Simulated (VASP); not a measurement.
**Bi: single point with PBE**

The system is Bi.

```
CELL_PARAMETERS angstrom
-2.02029 2.02029 2.02029
2.02029 -2.02029 2.02029
2.02029 2.02029 -2.02029
ATOMIC_POSITIONS crystal
Bi 0.00000 0.00000 0.00000
```

This cell differs from its parent crystal: volume scaled by 1.06.

* Program: VASP 6.6.1
* Task: single point
* Functional: PBE
* Potentials or basis: VASP PAW PBE potentials, release 64 (Bi_d)
* Cutoff: 520 eV
* k mesh: 9 × 9 × 9
* Occupations: fermi-dirac, width 0.05 eV
* Spin: no spin polarisation
* Dipole correction: no
* Further INCAR settings: ALGO = Normal; EDIFF = 1e-06; NBANDS = 14

```json
{
 "Pressure": "-2.1 GPa"
}
```

Levels at points of the mesh, in eV from the Fermi level:
| k point | band 4 | band 5 | band 6 | band 7 | band 8 | band 9 | band 10 | band 11 |
| --- | --- | --- | --- | --- | --- | --- | --- | --- |
| (0.00, 0.00, 0.00) | -22.84 | -22.84 | -13.08 | 4.77 | 4.77 | 4.77 | 8.46 | 10.51 |

It took 6 s on 1 thread of Intel(R) Xeon(R) 6975P-C (Granite Rapids) (shared host), peak memory 0.15 GiB.

Caveat: spin-orbit coupling is left out, which moves the levels of the heavy elements.
